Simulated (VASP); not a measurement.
Ge, 8 atoms in the cell. It takes space group R-3 (No. 148, trigonal). The conventional cell has a = 9.355 Å, b = 9.355 Å, c = 5.155 Å, α = 90.00°, β = 90.00°, γ = 120.00°. Within 3.0 Å of Ge (site symmetry 3) lie 5 Ge at 2.23 to 2.93 Å. Within 3.0 Å of Ge (site symmetry 1) lie 4 Ge at 2.26 to 2.35 Å. 

* Program: VASP 6.6.1
* Task: single point
* Functional: PBEsol
* Potentials or basis: VASP PAW PBE potentials, release 64 (Ge_d)
* Cutoff: 520 eV
* k mesh: 9 × 9 × 9
* Occupations: gaussian, width 0.15 eV
* Spin: no spin polarisation
* Dipole correction: no
* Further INCAR settings: ALGO = Fast; EDIFF = 1e-07; NBANDS = 66

Potentials or basis: VASP PAW PBE potentials, release 64 (Ge_d).

Run with:

```sh
$ cat potpaw_PBE.64/Ge_d/POTCAR > POTCAR
$ mpirun -np 1 vasp_std > vasp.out
```

Hardware: 1 thread of Oxide Virtual Turin-like Processor, on a shared host.

How long does it take, and how much memory?

It took 47 min on 1 thread of Oxide Virtual Turin-like Processor, with other jobs on the host, peak memory 0.71 GiB. Counts: scf iterations 21, k points 125.
